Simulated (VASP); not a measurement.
# NaI (I4mm) in VASP: notebook, part 2 of 2

VASP 6.6.1. The steps go on from the part before.

## 3. Single point, PBEsol (all I atoms moved +0.125 Å, as atom 2 along Cartesian [0 1 0])

INCAR

```
ALGO     = Normal         # electronic algorithm
EDIFF    = 1E-7           # SCF threshold, eV
ENCUT    = 520            # plane-wave cutoff, eV
GGA      = PS             # functional
ISIF     = 2              # what is computed and relaxed
ISMEAR   = 0              # smearing method
LASPH    = T              # aspherical terms in the spheres
LCHARG   = F              # write CHGCAR
LREAL    = F              # projectors in reciprocal space
LWAVE    = F              # write WAVECAR
NBANDS   = 14             # bands
NELM     = 100            # most SCF steps
PREC     = Accurate       # precision mode
SIGMA    = 0.05           # smearing width, eV
```

KPOINTS

```
k-points
0
Gamma
  6 6 6
```

POSCAR

```
NaI
1.0
    0.0000000000      3.2364000000      3.2364000000
    3.2364000000      0.0000000000      3.2364000000
    3.2364000000      3.2364000000      0.0000000000
Na I
1 1
Direct
    0.0000000000      0.0000000000      0.0000000000
    0.5193115808      0.4806884192      0.5193115808
```

Potentials or basis: VASP PAW PBE potentials, release 64 (Na_pv, I).

Started as:

```
$ cat potpaw_PBE.64/Na_pv/POTCAR potpaw_PBE.64/I/POTCAR > POTCAR
$ mpirun -np 1 vasp_std > vasp.out
```

Wall time 12 s (1 thread of Intel Xeon 6975P-C (Granite Rapids), shared host); peak memory 0.21 GiB.

The run converged. Its results:

```
Free energy            : -5.6599 eV
Pressure               : -0.4 GPa
Largest force          : 0.113 eV/Å
Band gap on the k mesh : 3.51 eV, direct
```

Forces in eV/Å, atoms in the order of the input:
```
Na   0.000  0.113  0.000
I    0.000 -0.113  0.000
```

Stress tensor (GPa, compression positive):
```
-0.49  0.00  0.00
 0.00 -0.21  0.00
 0.00  0.00 -0.49
```

Levels at points of the mesh, in eV from the valence-band top:
```csv
k point,band 3,band 4,band 5,band 6,band 7,band 8,band 9,band 10,band 11,band 12
"(0.00, 0.00, 0.00)",-22.24,-11.06,-0.01,0.00,0.00,3.51,7.85,7.85,7.85,9.72
"(0.50, 0.00, 0.00)",-22.24,-10.74,-2.22,-0.29,-0.28,4.95,7.37,7.38,8.69,10.15
"(0.50, 0.50, 0.00)",-22.24,-10.66,-1.94,-0.76,-0.76,4.44,5.42,9.72,11.20,11.20
"(0.50, 0.00, 0.50)",-22.24,-10.66,-1.94,-0.76,-0.76,4.44,5.42,9.71,11.20,11.20
```

Caveat: the cell differs from its parent crystal (all I atoms moved +0.125 Å, as atom 2 along Cartesian [0 1 0]); the PAW data sets were made with another functional, which shifts forces and pressure a little; spin-orbit coupling is left out, which moves the levels of the heavy elements.

## 4. Single point, PBEsol (all I atoms moved +0.438 Å, as atom 2 along Cartesian [0 1 0])

INCAR

```
PREC = Accurate
ENCUT = 520
EDIFF = 1E-6
ISMEAR = 0
SIGMA = 0.05
LREAL = F
LASPH = T
NELM = 60
ALGO = Normal
ISIF = 2
LWAVE = F
LCHARG = F
GGA = PS
NBANDS = 14
```

KPOINTS

```
regular mesh
0
Gamma
  6 6 6
```

Changes to POSCAR since step 3:

```diff
@@ -9,2 +9,2 @@
     0.0000000000      0.0000000000      0.0000000000
-    0.5193115808      0.4806884192      0.5193115808
+    0.5675905327      0.4324094673      0.5675905327
```

Started as:

```
$ cat potpaw_PBE.64/Na_pv/POTCAR potpaw_PBE.64/I/POTCAR > POTCAR
$ mpirun -np 1 vasp_std > vasp.out
```

Wall time 9.8 s (1 thread of Intel Xeon 6975P-C (Granite Rapids), shared host); peak memory 0.21 GiB.

It converged, with:

```
Free energy            : -5.5528 eV
Pressure               : 0.7 GPa
Largest force          : 0.677 eV/Å
Band gap on the k mesh : 3.54 eV, direct
```

Forces on the atoms (eV/Å):
```
Na   0.000  0.677  0.000
I    0.000 -0.677  0.000
```

Stress tensor (GPa, compression positive):
```
-0.64  0.00  0.00
 0.00  3.24  0.00
 0.00  0.00 -0.64
```

Levels at points of the mesh, in eV from the valence-band top:
| k point | band 5 | band 6 | band 7 | band 8 | band 9 | band 10 |
| --- | --- | --- | --- | --- | --- | --- |
| (0.00, 0.00, 0.00) | -0.06 | 0.00 | 0.00 | 3.54 | 7.85 | 7.85 |
| (0.50, 0.00, 0.00) | -2.20 | -0.31 | -0.28 | 4.97 | 7.40 | 7.47 |
| (0.50, 0.50, 0.00) | -1.93 | -0.79 | -0.75 | 4.48 | 5.42 | 9.74 |
| (0.50, 0.00, 0.50) | -1.95 | -0.75 | -0.75 | 4.49 | 5.45 | 9.64 |

Caveat: the cell differs from its parent crystal (all I atoms moved +0.438 Å, as atom 2 along Cartesian [0 1 0]); the PAW data sets were made with another functional, which shifts forces and pressure a little; spin-orbit coupling is left out, which moves the levels of the heavy elements.

## 5. Single point, PBEsol (all I atoms moved +0.312 Å, as atom 2 along Cartesian [0 1 0])

INCAR

```
SYSTEM = NaI
  ALGO = Normal
  EDIFF = 1E-6
  ENCUT = 520
  GGA = PS
  ISIF = 2
  ISMEAR = 0
  LASPH = .True.
  LCHARG = .False.
  LREAL = .False.
  LWAVE = .False.
  NBANDS = 14
  NELM = 80
  PREC = Accurate
  SIGMA = 0.05
```

KPOINTS

```
k-points
0
Gamma
  6 6 6
  0 0 0
```

Changes to POSCAR since step 4:

```diff
@@ -9,2 +9,2 @@
     0.0000000000      0.0000000000      0.0000000000
-    0.5675905327      0.4324094673      0.5675905327
+    0.5482789519      0.4517210481      0.5482789519
```

Potentials or basis: VASP PAW PBE potentials, release 64 (Na_pv, I).

Started as:

```
$ cat potpaw_PBE.64/Na_pv/POTCAR potpaw_PBE.64/I/POTCAR > POTCAR
$ mpirun -np 1 vasp_std > vasp.out
```

OUTCAR:

```text
SYSTEM = NaI
   EDIFF = 1E-6
   ENCUT = 520
   GGA = PS
   ISIF = 2
   ISMEAR = 0
   LASPH = .True.
   LREAL = .False.
   NELM = 80
   PREC = Accurate

 ion  position               nearest neighbor table
   1  0.000  0.000  0.000-   2 2.92
   2  0.548  0.452  0.548-   1 2.92

  LATTYP: Found a face centered cubic cell.
 ALAT       =     6.4728000000

  Lattice vectors:

 A1 = (   0.0000000000,   3.2364000000,   3.2364000000)
 A2 = (   3.2364000000,   0.0000000000,   3.2364000000)
 A3 = (   3.2364000000,   3.2364000000,   0.0000000000)

Analysis of symmetry for initial positions (statically):
=====================================================================
 Subroutine PRICEL returns:
 Original cell was already a primitive cell.

 Routine SETGRP: Setting up the symmetry group for a
 face centered cubic supercell.

 Subroutine GETGRP returns: Found  8 space group operations
 (whereof  8 operations were pure point group operations)
 out of a pool of 48 trial point group operations.

The static configuration has the point symmetry C_4v.

Analysis of symmetry for dynamics (positions and initial velocities):
[... 176 lines left out ...]
      8       4.2336      0.00000
      9       8.5585      0.00000
     10       8.5585      0.00000
     11       8.5976      0.00000
     12      10.4506      0.00000
     13      10.5419      0.00000
     14      10.9055      0.00000
[... 377 lines left out ...]
      1     -21.5147      2.00000
      2     -21.5103      2.00000
      3     -21.5075      2.00000
      4     -10.0241      2.00000
      5      -0.9934      2.00000
      6      -0.2374      2.00000
      7       0.1992      2.00000
      8       6.6002      0.00000
      9       7.3103      0.00000
     10       7.6072      0.00000
     11       9.6878      0.00000
     12      10.7529      0.00000
     13      12.8026      0.00000
     14      13.5682      0.00000

 [... further k-points ...]

------------------------ aborting loop because EDIFF is reached ----------------------------------------

  FORCE on cell =-STRESS in cart. coord.  units (eV):
  Direction    XX          YY          ZZ          XY          YZ          ZX
  --------------------------------------------------------------------------------------
  -------------------------------------------------------------------------------------
  Total       -0.2374084      0.5536980     -0.2374084      0.0000000      0.0000000     -0.0000000
  in kB       -5.6103513     13.0847954     -5.6103513      0.0000000      0.0000000     -0.0000000
  external PRESSURE =       0.6213643 kB  Pullay stress =       0.0000000 kB

 VOLUME and BASIS-vectors are now :
 -----------------------------------------------------------------------------
  energy-cutoff  :      520.00
  volume of cell :       67.80
      direct lattice vectors                 reciprocal lattice vectors
     0.000000000  3.236400000  3.236400000    -0.154492646  0.154492646  0.154492646
     3.236400000  0.000000000  3.236400000     0.154492646 -0.154492646  0.154492646
     3.236400000  3.236400000  0.000000000     0.154492646  0.154492646 -0.154492646

 POSITION                                       TOTAL-FORCE (eV/Angst)
 -----------------------------------------------------------------------------------
      0.00000      0.00000      0.00000         0.000000      0.372546      0.000000
      3.23640      3.54890      3.23640         0.000000     -0.372546      0.000000
 -----------------------------------------------------------------------------------
    total drift:                               -0.000000     -0.000344     -0.000000

  FREE ENERGIE OF THE ION-ELECTRON SYSTEM (eV)
  ---------------------------------------------------
  free  energy   TOTEN  =        -5.6169806406 eV

  energy  without entropy=       -5.6169806405  energy(sigma->0) =       -5.61698064
```

Run time: 9.8 s. Hardware: 1 thread of Intel Xeon 6975P-C (Granite Rapids), shared host; peak memory 0.21 GiB.

What came out:

```
Free energy            : -5.6170 eV
Pressure               : 0.1 GPa
Largest force          : 0.373 eV/Å
Band gap on the k mesh : 3.52 eV, direct
```

Forces on the atoms (eV/Å):
```
Na   0.000  0.373  0.000
I    0.000 -0.373  0.000
```

Caveat: the cell differs from its parent crystal (all I atoms moved +0.312 Å, as atom 2 along Cartesian [0 1 0]); the PAW data sets were made with another functional, which shifts forces and pressure a little; spin-orbit coupling is left out, which moves the levels of the heavy elements.

## 6. Single point, PBEsol (all I atoms moved +0.188 Å, as atom 2 along Cartesian [0 1 0])

INCAR

```
SYSTEM = NaI
PREC = Accurate
ENCUT = 520
EDIFF = 1E-6
ISMEAR = 0
SIGMA = 0.05
LREAL = .FALSE.
LASPH = .TRUE.
NELM = 80
ALGO = Normal
ISIF = 2
LWAVE = .FALSE.
LCHARG = .TRUE.
GGA = PS
LELF = .TRUE.
LVHAR = .TRUE.
NBANDS = 14
```

KPOINTS

```
regular mesh
0
G
  6 6 6
  0 0 0
```

Changes to POSCAR since step 5:

```diff
@@ -9,2 +9,2 @@
     0.0000000000      0.0000000000      0.0000000000
-    0.5482789519      0.4517210481      0.5482789519
+    0.5289673712      0.4710326288      0.5289673712
```

Potentials or basis: VASP PAW PBE potentials, release 64 (Na_pv, I).

Started as:

```
$ cat potpaw_PBE.64/Na_pv/POTCAR potpaw_PBE.64/I/POTCAR > POTCAR
$ mpirun -np 1 vasp_std > vasp.out
```

It took 11 s on 1 thread of Intel Xeon 6975P-C (Granite Rapids), shared host; peak memory 0.21 GiB.

Results (log left out):

```
Free energy            : -5.6507 eV
Pressure               : -0.3 GPa
Largest force          : 0.182 eV/Å
Band gap on the k mesh : 3.51 eV, direct
```

Forces on the atoms (eV/Å):
```
Na   0.000  0.182  0.000
I    0.000 -0.182  0.000
```

Stress tensor (GPa, compression positive):
```
-0.51  0.00  0.00
 0.00  0.14  0.00
 0.00  0.00 -0.51
```

Levels at points of the mesh, in eV from the valence-band top:
| k point | band 3 | band 4 | band 5 | band 6 | band 7 | band 8 | band 9 | band 10 | band 11 | band 12 |
| --- | --- | --- | --- | --- | --- | --- | --- | --- | --- | --- |
| (0.00, 0.00, 0.00) | -22.23 | -11.06 | -0.01 | 0.00 | 0.00 | 3.51 | 7.85 | 7.85 | 7.86 | 9.73 |
| (0.50, 0.00, 0.00) | -22.24 | -10.74 | -2.21 | -0.29 | -0.28 | 4.95 | 7.38 | 7.39 | 8.69 | 10.15 |
| (0.50, 0.50, 0.00) | -22.24 | -10.67 | -1.94 | -0.76 | -0.76 | 4.45 | 5.42 | 9.72 | 11.20 | 11.21 |
| (0.50, 0.00, 0.50) | -22.24 | -10.66 | -1.94 | -0.75 | -0.75 | 4.45 | 5.43 | 9.70 | 11.21 | 11.21 |

Caveat: the cell differs from its parent crystal (all I atoms moved +0.188 Å, as atom 2 along Cartesian [0 1 0]); the PAW data sets were made with another functional, which shifts forces and pressure a little; spin-orbit coupling is left out, which moves the levels of the heavy elements.
